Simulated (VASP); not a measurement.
Crystal: SnO.

```
CELL_PARAMETERS angstrom
3.88849 0.00000 0.00000
0.00000 3.88849 0.00000
0.00000 0.00000 4.98276
ATOMIC_POSITIONS crystal
Sn 0.50000 0.00000 0.76463
Sn 0.00000 0.50000 0.23537
O 0.00000 0.00000 0.00000
O 0.50000 0.50000 0.00000
```

Base run:

| Property | Result |
| --- | --- |
| Program | VASP 6.6.1 |
| Functional | revPBE |
| Potentials or basis | VASP PAW PBE potentials, release 64 (Sn_d, O) |
| Cutoff | 520 eV |
| k mesh | 7 × 7 × 6 |
| Occupations | fermi-dirac, width 0.05 eV |
| Spin | no spin polarisation |

Its results: band gap on the k mesh 0.58 eV (least direct gap 1.99 eV); pressure 0.4 GPa; largest force 0.186 eV/Å.

After a change of settings the same cell gave: band gap on the k mesh 0.58 eV (least direct gap 1.99 eV); pressure -3.0 GPa; largest force 0.153 eV/Å. Which change was it?
A. functional from revPBE to r2SCAN; cutoff from 520 eV to 660 eV; dispersion from none to rVV10
B. cutoff from 520 eV to 600 eV; dispersion from none to D4
C. functional from revPBE to r2SCAN; dispersion from none to D3(BJ)
D. functional from revPBE to LDA; potentials or basis from VASP PAW PBE potentials, release 64 (Sn_d, O) to VASP PAW LDA potentials, release 64 (Sn_d, O)

B.

Caveats: the PAW data sets were made with another functional, which shifts forces and pressure a little; spin-orbit coupling is left out, which moves the levels of the heavy elements; an odd mesh through Γ misses points on the zone boundary, where band edges can lie; the cell stands under tension (at least some runs).
